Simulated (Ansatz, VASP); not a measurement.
**One calculation of TiCo2, two programs**

INCAR

```
SYSTEM = TiCo2
PREC = Accurate
ENCUT = 600
EDIFF = 1E-6
ISMEAR = 0
SIGMA = 0.1
LREAL = .False.
LASPH = .True.
NELM = 80
ALGO = Fast
ISIF = 3
LWAVE = .False.
LCHARG = .False.
IBRION = 2
NSW = 100
EDIFFG = -0.005
```

Contents of KPOINTS:

```
regular mesh
0
Gamma
  10 10 10
  0 0 0
```

The input POSCAR:

```
TiCo2
1.0
    0.0000000000      3.2442710342      3.2442710342
    3.2442710342      0.0000000000      3.2442710342
    3.2442710342      3.2442710342      0.0000000000
Ti Co
2 4
Direct
    0.5000000000      0.5000000000      0.5000000000
    0.7500000000      0.7500000000      0.7500000000
    0.1250000000      0.1250000000      0.1250000000
    0.6250000000      0.1250000000      0.1250000000
    0.1250000000      0.1250000000      0.6250000000
    0.1250000000      0.6250000000      0.1250000000
```

Input for Ansatz:

```yaml
crystal:
  lattice:
    - [0.0, 3.244271089, 3.244271089]
    - [3.244271089, 0.0, 3.244271089]
    - [3.244271089, 3.244271089, 0.0]
  atoms:
    - { symbol: Ti, position: [0.5, 0.5, 0.5] }
    - { symbol: Ti, position: [0.75, 0.75, 0.75] }
    - { symbol: Co, position: [0.125, 0.125, 0.125] }
    - { symbol: Co, position: [0.625, 0.125, 0.125] }
    - { symbol: Co, position: [0.125, 0.125, 0.625] }
    - { symbol: Co, position: [0.125, 0.625, 0.125] }
basis:
  ecutwfc: 420
kpoints:
  mp_grid: { grid: [10, 10, 10] }
hamiltonian:
  xc: lda
scf:
  occupations: { method: gaussian, width: 0.1 }
output:
  forces: true
  stress: true
  eigenvalues: true
relax:
  adjacent_minimum: "off"
  f_tol: 0.005
  max_steps: 80
  cell: { stress_tol: 0.05 }
```

Alike in both runs: task relaxation of cell and atoms; functional LDA; k mesh 10 × 10 × 10; occupations gaussian, width 0.1 eV; no spin polarisation.

|  | VASP | Ansatz |
| --- | --- | --- |
| version | VASP 6.6.1 | Ansatz 0.2.0 |
| potentials or method | VASP PAW LDA potentials, release 64 (Ti_sv, Co), cutoff 600 eV | scalar-relativistic, plane waves, PAW |
| valence electrons in the cell | 60 | 92 |

|  | VASP | Ansatz | Ansatz less VASP |
| --- | --- | --- | --- |
| gap on the k mesh at the Fermi level, each at its own relaxed structure (eV) | none | none | - |
| relaxed volume (Å³/atom) | 11.35 | 11.38 | +0.030 |
| relaxed length of the cell vector where the two differ most in proportion (Å) | 4.583 | 4.587 | +0.0040 |

LDA's correlation is that of Perdew and Zunger in VASP and of Perdew and Wang (1992) in Ansatz. A gap of «none» marks a metal or a gap that the smearing closes. VASP's potentials hold 60 valence electrons a cell and Ansatz's 92, so a difference there can come from the potentials and not from the codes.
